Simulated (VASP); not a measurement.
A run of VASP 6.6.1 is set up as follows.

The input POSCAR:

```
TePt
1.0
    3.9154617138      0.0000000000      0.0000000000
   -1.9577308569      3.3908893116      0.0000000000
    0.0000000000      0.0000000000      5.2803016422
Te Pt
2 2
Direct
    0.3333333333      0.6666666667      0.2500000000
    0.6666666667      0.3333333333      0.7500000000
    0.0000000000      0.0000000000      0.0000000000
    0.0000000000      0.0000000000      0.5000000000
```

The input INCAR.step1:

```
SYSTEM = TePt
PREC = Accurate ; ENCUT = 520
ISMEAR = 0 ; SIGMA = 0.1
LREAL = .FALSE. ; LASPH = .TRUE.
NELM = 60 ; NBANDS = 24
GGA = PE ; ALGO = Normal
EDIFF = 1E-4 ; LWAVE = .TRUE.
LCHARG = .FALSE.
```

The input INCAR.step2:

```
SYSTEM = TePt
PREC = Accurate ; ENCUT = 520
EDIFF = 1E-7 ; ISMEAR = 0
SIGMA = 0.1 ; LREAL = .FALSE.
LASPH = .TRUE. ; NELM = 60
ALGO = Normal ; ISIF = 2
LWAVE = .FALSE. ; LCHARG = .FALSE.
METAGGA = R2SCAN ; LMIXTAU = .TRUE.
NBANDS = 24 ; ISTART = 1
```

KPOINTS

```
regular mesh
0
G
  12 12 8
  0 0 0
```

Potentials or basis: VASP PAW PBE potentials, release 64 (Te, Pt).

Run with:

```bash
$ cat potpaw_PBE.64/Te/POTCAR potpaw_PBE.64/Pt/POTCAR > POTCAR
$ cp INCAR.step1 INCAR
$ mpirun -np 1 vasp_std > vasp.out
$ cp INCAR.step2 INCAR
$ mpirun -np 1 vasp_std > vasp.out
```

(1) What does it give for the pressure?

(2) What does it give for the band gap on the k mesh?

## Answers

(1) 50.3 GPa.

(2) zero (bands 16 and 17 overlap by 1.64 eV).

Caveat: the cell stands under pressure; the PAW data sets were made with another functional, which shifts forces and pressure a little; spin-orbit coupling is left out, which moves the levels of the heavy elements.
